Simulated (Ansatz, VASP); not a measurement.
Two plane-wave programs on BaTe

```
CELL_PARAMETERS angstrom
0.00000 3.53160 3.53160
3.53160 0.00000 3.53160
3.53160 3.53160 0.00000
ATOMIC_POSITIONS crystal
Ba 0.00000 0.00000 0.00000
Te 0.50000 0.50000 0.50000
```

Alike in both runs: functional r2SCAN; k mesh 8 × 8 × 8; occupations fermi-dirac, width 0.02 eV; no spin polarisation.

Ansatz relaxed the structure, and its values are those at the end. VASP's run is a single point on that final structure, the one shown.

|  | VASP | Ansatz |
| --- | --- | --- |
| version | VASP 6.6.1 | Ansatz 0.2.0 |
| potentials or method | VASP PAW PBE potentials, release 64 (Ba_sv, Te), cutoff 520 eV | PAW plane waves |
| valence electrons in the cell | 16 | 26 |

Ansatz gave:

```
gap on the k mesh at the Fermi level (eV) : 2.00
pressure (GPa)                            : 0.0
```

Question: What did VASP give for the same quantities?

Answer: gap on the k mesh at the Fermi level (eV): 1.93; pressure (GPa): 0.3.

VASP's potentials were made for PBE, not for r2SCAN. The functional is the same, so the differences come from potentials, cutoffs and numerics. VASP's potentials hold 16 valence electrons a cell and Ansatz's 26, so a difference there can come from the potentials and not from the codes.

Spin-orbit coupling is off throughout.
